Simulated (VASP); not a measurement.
# GaBO6 (Fm-3m) in VASP: notebook, part 2 of 2

VASP 6.6.1.

## (3) Single point, PBE

This run uses another cell than the first one, of 11.28 Å³/atom, 0.938 times its volume.

INCAR reads:

```
  PREC = Accurate
  ENCUT = 520
  EDIFF = 1E-6
  ISMEAR = 0
  SIGMA = 0.1
  LREAL = F
  LASPH = T
  NELM = 80
  ALGO = Normal
  ISIF = 2
  LWAVE = F
  LCHARG = T
  GGA = PE
  LELF = T
  LVHAR = T
  NBANDS = 36
```

KPOINTS reads:

```
regular mesh
0
Gamma
  4 4 4
```

POSCAR reads:

```
GaBO6
1.0
    0.0000000000      3.5596553126      3.5596553126
    3.5596553126      0.0000000000      3.5596553126
    3.5596553126      3.5596553126      0.0000000000
Ga B O
1 1 6
Direct
    0.5000000000      0.5000000000      0.5000000000
    0.0000000000      0.0000000000      0.0000000000
    0.7793356575      0.2206643425      0.2206643425
    0.2206643425      0.7793356575      0.7793356575
    0.2206643425      0.7793356575      0.2206643425
    0.7793356575      0.2206643425      0.7793356575
    0.2206643425      0.2206643425      0.7793356575
    0.7793356575      0.7793356575      0.2206643425
```

Potentials or basis: VASP PAW PBE potentials, release 64 (Ga_d, B, O).

On the command line:

```bash
$ cat potpaw_PBE.64/Ga_d/POTCAR potpaw_PBE.64/B/POTCAR potpaw_PBE.64/O/POTCAR > POTCAR
$ mpirun -np 1 vasp_std > vasp.out
```

OUTCAR:

```text
PREC = Accurate
   ENCUT = 520
   EDIFF = 1E-6
   ISMEAR = 0
   LREAL = F
   LASPH = T
   NELM = 80
   ISIF = 2
   GGA = PE

 ion  position               nearest neighbor table
   1  0.500  0.500  0.500-   3 1.99   4 1.99   5 1.99   6 1.99   7 1.99   8 1.99
   2  0.000  0.000  0.000-   3 1.57   4 1.57   5 1.57   6 1.57   7 1.57   8 1.57
   3  0.779  0.221  0.221-   2 1.57   1 1.99
   4  0.221  0.779  0.779-   2 1.57   1 1.99
   5  0.221  0.779  0.221-   2 1.57   1 1.99
   6  0.779  0.221  0.779-   2 1.57   1 1.99
   7  0.221  0.221  0.779-   2 1.57   1 1.99
   8  0.779  0.779  0.221-   2 1.57   1 1.99

  LATTYP: Found a face centered cubic cell.
 ALAT       =     7.1193106252

  Lattice vectors:

 A1 = (   0.0000000000,   3.5596553126,   3.5596553126)
 A2 = (   3.5596553126,   0.0000000000,   3.5596553126)
 A3 = (   3.5596553126,   3.5596553126,   0.0000000000)

Analysis of symmetry for initial positions (statically):
=====================================================================
 Subroutine PRICEL returns:
 Original cell was already a primitive cell.

 Routine SETGRP: Setting up the symmetry group for a
 face centered cubic supercell.

 Subroutine GETGRP returns: Found 48 space group operations
 (whereof 48 operations were pure point group operations)
 out of a pool of 48 trial point group operations.

The static configuration has the point symmetry O_h .

Analysis of symmetry for dynamics (positions and initial velocities):
=====================================================================
 Subroutine PRICEL returns:
 Original cell was already a primitive cell.

 Routine SETGRP: Setting up the symmetry group for a
 face centered cubic supercell.

 Subroutine GETGRP returns: Found 48 space group operations
 (whereof 48 operations were pure point group operations)
 out of a pool of 48 trial point group operations.

The dynamic configuration has the point symmetry O_h .

 Subroutine INISYM returns: Found 48 space group operations
 (whereof 48 operations are pure point group operations),
 and found     1 'primitive' translations

----------------------------------------------------------------------------------------

                                     Primitive cell

  volume of cell :      90.2098

  direct lattice vectors                    reciprocal lattice vectors
     0.000000000  3.559655313  3.559655313    -0.140463038  0.140463038  0.140463038
     3.559655313  0.000000000  3.559655313     0.140463038 -0.140463038  0.140463038
     3.559655313  3.559655313  0.000000000     0.140463038  0.140463038 -0.140463038

  length of vectors
     5.034112820  5.034112820  5.034112820     0.243289119  0.243289119  0.243289119

  position of ions in fractional coordinates (direct lattice)
     0.500000000  0.500000000  0.500000000
     0.000000000  0.000000000  0.000000000
     0.779335657  0.220664343  0.220664343
     0.220664343  0.779335657  0.779335657
     0.220664343  0.779335657  0.220664343
     0.779335657  0.220664343  0.779335657
     0.220664343  0.220664343  0.779335657
     0.779335657  0.779335657  0.220664343

  ion indices of the primitive-cell ions
   primitive index   ion index
[... 39 lines left out ...]
  0.500000  0.000000  0.000000      4.000000
  0.250000  0.250000  0.000000      6.000000
  0.500000  0.250000  0.000000     24.000000
 -0.250000  0.250000  0.000000     12.000000
  0.500000  0.500000  0.000000      3.000000
 -0.250000  0.500000  0.250000      6.000000
   k-points           NKPTS =      8   k-points in BZ     NKDIM =      8   number of bands    NBANDS=     36
   number of dos      NEDOS =    301   number of ions     NIONS =      8
   total plane-waves  NPLWV =  64000
   dimension x,y,z NGX =    40 NGY =   40 NGZ =   40
   dimension x,y,z NGXF=    80 NGYF=   80 NGZF=   80
   ions per type =               1   1   6
   NGX,Y,Z   is equivalent  to a cutoff of  13.21, 13.21, 13.21 a.u.
   NGXF,Y,Z  is equivalent  to a cutoff of  26.42, 26.42, 26.42 a.u.
 SYSTEM =  unknown system
   PREC   = accura    normal or accurate (medium, high low for compatibility)
   ISTART =      0    job   : 0-new  1-cont  2-samecut
   ICHARG =      2    charge: 1-file 2-atom 10-const
   ISPIN  =      1    spin polarized calculation?
   LNONCOLLINEAR =      F non collinear calculations
   LSORBIT =      F    spin-orbit coupling
   LASPH  =      T    aspherical Exc in radial PAW
   ENCUT  =  520.0 eV  38.22 Ry    6.18 a.u.   9.36  9.36  9.36*2*pi/ulx,y,z
   NELM   =     80;   NELMIN=  2; NELMDL= -5     # of ELM steps
   EDIFF  = 0.1E-05   stopping-criterion for ELM
   LREAL  =      F    real-space projection
   EDIFFG = 0.1E-04   stopping-criterion for IOM
   NSW    =      0    number of steps for IOM
   IBRION =     -1    ionic relax: 0-MD 1-quasi-New 2-CG
   NFREE  =      0    steps in history (QN), initial steepest desc. (CG)
   ISIF   =      2    stress and relaxation
   ISYM   =      2    0-nonsym 1-usesym 2-fastsym
   POTIM  = 0.5000    time-step for ionic-motion
   TEBEG  =    0.0;   TEEND  =   0.0 temperature during run
   PSTRESS=    0.0 pullay stress
   NELECT =      52.0000    total number of electrons
   NUPDOWN=      -1.0000    fix difference up-down
   EMIN   =  10.00;   EMAX   =-10.00  energy-range for DOS
   EFERMI =   0.00;   METHOD = LEGACY
   ISMEAR =     0;   SIGMA  =   0.10  broadening in eV -4-tet -1-fermi 0-gaus
   EFERMI_NEDOS =   21; number of points for ismear=-14 and -15
   IALGO  =     38    algorithm
   IMIX   =      4    mixing-type and parameters
     AMIX     =   0.40;   BMIX     =  1.00
     AMIX_MAG =   1.60;   BMIX_MAG =  1.00
  volume/ion in A,a.u.               =      11.28        76.10
  Fermi-wavevector in a.u.,A,eV,Ry     =   1.362463  2.574681 25.256563  1.856305
  Thomas-Fermi vector in A             =   2.488950
   LORBIT       =      0    0 simple, 1 ext, 2 COOP (PROOUT), +10 PAW based schemes
   GGA     = PE    functional components
   LHFCALC =     F    Hartree Fock is set to
   AEXX    =    0.0000 exact exchange contribution
   IVDW    =     0    specifies the selected vdW correction
   LEPSILON=     F    determine dielectric tensor
   LRPA    =     F    only Hartree local field effects (RPA)
 non-spin polarized calculation
 Gauss-broadening in eV      SIGMA  =   0.10
  energy-cutoff  :      520.00
  volume of cell :       90.21
 maximum number of plane-waves:      2452
 NGX is ok and might be reduce to    40
   NGX = 19   NGY = 19   NGZ = 19

 number of electron      52.0000007 magnetization

 Free energy of the ion-electron system (eV)
  ---------------------------------------------------
  ext. energy  EPLUGINS =         0.00000000
  ---------------------------------------------------
  free energy    TOTEN  =       -39.92830550 eV

  energy without entropy =      -39.89745145  energy(sigma->0) =      -39.91287847

 E-fermi :   0.1548     XC(G=0):  -9.7838

 val. band max:        0.1528399514   @ k =   0.5000   0.0000   0.0000
 cond. band min:       0.3624873521   @ k =   0.5000   0.2500   0.0000
 fundamental gap:      0.2096474006
 Fermi energy:         0.1547986428

 k-point     1 :       0.0000    0.0000    0.0000
  band No.  band energies     occupation
      1     -19.8601      2.00000
      2     -17.1707      2.00000
      3     -17.1707      2.00000
      4     -17.1707      2.00000
      5     -16.0170      2.00000
      6     -16.0170      2.00000
[... 301 lines left out ...]
     35      12.4475      0.00000
     36      14.0623      0.00000

------------------------ aborting loop because EDIFF is reached ----------------------------------------

  FORCE on cell =-STRESS in cart. coord.  units (eV):
  Direction    XX          YY          ZZ          XY          YZ          ZX
  --------------------------------------------------------------------------------------
  -------------------------------------------------------------------------------------
  Total       -0.0995470     -0.0995470     -0.0995470      0.0000000      0.0000000     -0.0000000
  in kB       -1.7680112     -1.7680112     -1.7680112      0.0000000      0.0000000     -0.0000000
  external PRESSURE =      -1.7680112 kB  Pullay stress =       0.0000000 kB

 VOLUME and BASIS-vectors are now :
 -----------------------------------------------------------------------------
  energy-cutoff  :      520.00
  volume of cell :       90.21
      direct lattice vectors                 reciprocal lattice vectors
     0.000000000  3.559655313  3.559655313    -0.140463038  0.140463038  0.140463038
     3.559655313  0.000000000  3.559655313     0.140463038 -0.140463038  0.140463038
     3.559655313  3.559655313  0.000000000     0.140463038  0.140463038 -0.140463038

 POSITION                                       TOTAL-FORCE (eV/Angst)
 -----------------------------------------------------------------------------------
      3.55966      3.55966      3.55966         0.000000      0.000000      0.000000
      0.00000      0.00000      0.00000         0.000000      0.000000      0.000000
      1.57098      3.55966      3.55966         0.008180      0.000000      0.000000
      5.54833      3.55966      3.55966        -0.008180      0.000000      0.000000
      3.55966      1.57098      3.55966         0.000000      0.008180      0.000000
      3.55966      5.54833      3.55966         0.000000     -0.008180      0.000000
      3.55966      3.55966      1.57098         0.000000      0.000000      0.008180
      3.55966      3.55966      5.54833         0.000000      0.000000     -0.008180
 -----------------------------------------------------------------------------------
    total drift:                                0.000000      0.000000     -0.000000

  FREE ENERGIE OF THE ION-ELECTRON SYSTEM (eV)
  ---------------------------------------------------
  free  energy   TOTEN  =       -39.9283054962 eV

  energy  without entropy=      -39.8974514498  energy(sigma->0) =      -39.91287847
```

It used 110 s of CPU time on 1 thread of AMD EPYC 7R13 Processor (Zen 3), on a shared host.

What came out:

```yaml
Free_energy: -39.9283 eV
Pressure: -0.2 GPa
Largest_force: 0.008 eV/Å
Band_gap_on_the_k_mesh: zero (band 26 reaches 0.15 eV, above the bottom of band 27 at 0.12 eV)
```

Forces in eV/Å, atoms in the order of the input:
```
Ga   0.000  0.000  0.000
B    0.000  0.000  0.000
O    0.008  0.000  0.000
O   -0.008  0.000  0.000
O    0.000  0.008  0.000
O    0.000 -0.008  0.000
O    0.000  0.000  0.008
O    0.000  0.000 -0.008
```

Caveat: the k points lie up to 0.38 Å⁻¹ apart.

## (4) Relaxation of cell and atoms, PBE

INCAR reads:

```
SYSTEM = GaBO6
PREC = Accurate ; ENCUT = 600
EDIFF = 1E-6 ; ISMEAR = 0
SIGMA = 0.1 ; LREAL = .False.
LASPH = .True. ; NELM = 100
ALGO = Normal ; ISIF = 3
LWAVE = .False. ; LCHARG = .False.
GGA = PE ; IBRION = 2
NSW = 90 ; EDIFFG = -0.04
```

KPOINTS reads:

```
Automatic mesh
0
Gamma
  4 4 4
  0 0 0
```

POSCAR reads:

```
GaBO6
1.0
    0.0000000000      3.6370054700      3.6370054700
    3.6370054700      0.0000000000      3.6370054700
    3.6370054700      3.6370054700      0.0000000000
Ga B O
1 1 6
Direct
    0.5000000000      0.5000000000      0.5000000000
    0.0000000000      0.0000000000      0.0000000000
    0.8023148100      0.1976851900      0.1976851900
    0.1976851900      0.8023148100      0.8023148100
    0.1976851900      0.8023148100      0.1976851900
    0.8023148100      0.1976851900      0.8023148100
    0.1976851900      0.1976851900      0.8023148100
    0.8023148100      0.8023148100      0.1976851900
```

On the command line:

```bash
$ cat potpaw_PBE.64/Ga_d/POTCAR potpaw_PBE.64/B/POTCAR potpaw_PBE.64/O/POTCAR > POTCAR
$ mpirun -np 1 vasp_std > vasp.out
```

It used 500 s of CPU time on 1 thread of AMD EPYC 7R13 Processor (Zen 3) (shared host).

It converged, with:

```yaml
Free_energy: -39.9545 eV
Relaxed_volume: 11.23 Å³/atom
Relaxed_cell: a = 5.028 Å, b = 5.028 Å, c = 5.028 Å, α = 60.00°, β = 60.00°, γ = 60.00°
Space_group_after_relaxing_to_0.05_Å: Fm-3m (No. 225)
Energy_gained_by_relaxing: 320.8 meV/atom
Ionic_steps: 7
Pressure_after_relaxing: 0.1 GPa
Largest_force_after_relaxing: 0.029 eV/Å
Band_gap_on_the_k_mesh: zero (band 26 reaches 0.18 eV, above the bottom of band 27 at 0.15 eV)
```

Forces on the atoms (eV/Å):
```
Ga   0.000  0.000  0.000
B    0.000  0.000  0.000
O    0.029  0.000  0.000
O   -0.029  0.000  0.000
O    0.000  0.029  0.000
O    0.000 -0.029  0.000
O    0.000  0.000  0.029
O    0.000  0.000 -0.029
```

Step by step:
```tsv
step	energy change (eV)	largest force (eV/Å)	pressure (GPa)	volume (Å³)
1	0.0000	6.0364	13.52	96.22
2	0.2359	2.3328	-19.09	111.06
3	-2.0711	0.1830	-10.80	102.11
4	-2.0816	0.3805	-9.99	101.78
5	-2.0833	0.5085	-9.50	101.57
6	-2.5248	0.1918	-3.31	92.96
7	-2.5660	0.0290	0.09	89.87
```

Final structure:
```cif
data_structure
_symmetry_space_group_name_H-M 'P 1'
_symmetry_Int_Tables_number 1
_cell_length_a 5.0277
_cell_length_b 5.0277
_cell_length_c 5.0277
_cell_angle_alpha 60.000
_cell_angle_beta 60.000
_cell_angle_gamma 60.000
_cell_volume 89.87
loop_
_atom_site_label
_atom_site_type_symbol
_atom_site_fract_x
_atom_site_fract_y
_atom_site_fract_z
_atom_site_occupancy
Ga1 Ga 0.50000 0.50000 0.50000 1
B1 B 0.00000 0.00000 0.00000 1
O1 O 0.77934 0.22066 0.22066 1
O2 O 0.22066 0.77934 0.77934 1
O3 O 0.22066 0.77934 0.22066 1
O4 O 0.77934 0.22066 0.77934 1
O5 O 0.22066 0.22066 0.77934 1
O6 O 0.77934 0.77934 0.22066 1
```

Levels at points of the mesh, in eV from the Fermi level:
```tsv
k point	band 23	band 24	band 25	band 26	band 27	band 28	band 29	band 30
(0.00, 0.00, 0.00)	-0.47	-0.17	-0.17	-0.17	1.03	1.03	1.03	4.54
(0.50, 0.00, 0.00)	-1.33	-0.16	0.00	0.00	0.55	0.55	0.65	5.73
(0.50, 0.50, 0.00)	-0.84	-0.50	-0.26	-0.26	-0.04	-0.04	1.02	7.25
```

Caveat: the k points lie up to 0.38 Å⁻¹ apart in the final cell.

## (5) The runs side by side

```tsv
task	cell	cutoff (eV)	gap on the mesh (eV)	pressure (GPa)	largest force (eV/Å)
single point	a = 5.144 Å, angles 60.0°, 8 atoms	520	0.93	13.7	6.05
single point	a = 5.034 Å, angles 60.0°, 8 atoms	520	none	-0.2	0.01
relaxation of cell and atoms	relaxed from a = 5.144 Å, angles 60.0°, 8 atoms	600	none	0.1	0.03
```

Alike in all rows: level PBE; potentials or basis VASP PAW PBE potentials, release 64 (Ga_d, B, O); no spin polarisation; k mesh 4 × 4 × 4; smearing gaussian 0.1 eV.

Caveats: some runs use coarse meshes; forces of over 1 eV/Å act on the atoms, so gaps and moduli don't describe the material at rest (some runs).

Absolute energies hang on the potentials; compare differences alone.
